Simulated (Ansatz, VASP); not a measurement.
## Ag: VASP beside Ansatz

File INCAR:

```
PREC     = Accurate       # precision mode
ENCUT    = 520            # plane-wave cutoff, eV
EDIFF    = 1E-7           # SCF threshold, eV
ISMEAR   = 1              # smearing method
SIGMA    = 0.1            # smearing width, eV
LREAL    = F              # projectors in reciprocal space
LASPH    = T              # aspherical terms in the spheres
NELM     = 60             # most SCF steps
ALGO     = Normal         # electronic algorithm
ISIF     = 2              # what is computed and relaxed
LWAVE    = F              # write WAVECAR
LCHARG   = F              # write CHGCAR
NBANDS   = 12             # bands
```

Contents of KPOINTS:

```
Automatic mesh
0
Gamma
  13 13 13
```

The input POSCAR:

```
Ag
1.0
    0.0000000000      1.9996579419      1.9996579419
    1.9996579419      0.0000000000      1.9996579419
    1.9996579419      1.9996579419      0.0000000000
Ag
1
Direct
    0.0000000000      0.0000000000      0.0000000000
```

Input for Ansatz:

```yaml
crystal:
  lattice:
    - [0.0, 1.9996579419, 1.9996579419]
    - [1.9996579419, 0.0, 1.9996579419]
    - [1.9996579419, 1.9996579419, 0.0]
  atoms:
    - { symbol: Ag, position: [0.0, 0.0, 0.0] }
hamiltonian:
  xc: lda
  pseudopotentials:
    kind: paw
    azcp:
      Ag: "pseudopotentials/Ag.paw.azcp"
basis:
  ecutwfc: 420
  fft_grid_basis: typed
kpoints:
  mp_grid: { grid: [13, 13, 13], shift: [0, 0, 0] }
magnetization:
  spin_polarized: false
scf:
  occupations: { method: methfessel_paxton, width: 0.1 }
  lower_state_search: "off"
output:
  stress: true
```

Alike in both runs: task single point; functional LDA; k mesh 13 × 13 × 13; occupations methfessel-paxton of order 1, width 0.1 eV; no spin polarisation.

|  | VASP | Ansatz |
| --- | --- | --- |
| version | VASP 6.6.1 | Ansatz 0.2.0 |
| potentials or method | VASP PAW LDA potentials, release 64 (Ag), cutoff 520 eV | plane waves (420 eV) with PAW, scalar-relativistic |
| valence electrons in the cell | 11 | 19 |

```tsv
	VASP	Ansatz	Ansatz less VASP
pressure (GPa)	0.1	-0.1	-0.14
```

Ansatz warns that its potentials were made for another functional, while VASP's fit it. LDA's correlation is that of Perdew and Zunger in VASP and of Perdew and Wang (1992) in Ansatz. VASP's potentials hold 11 valence electrons a cell and Ansatz's 19, so a difference there can come from the potentials and not from the codes.
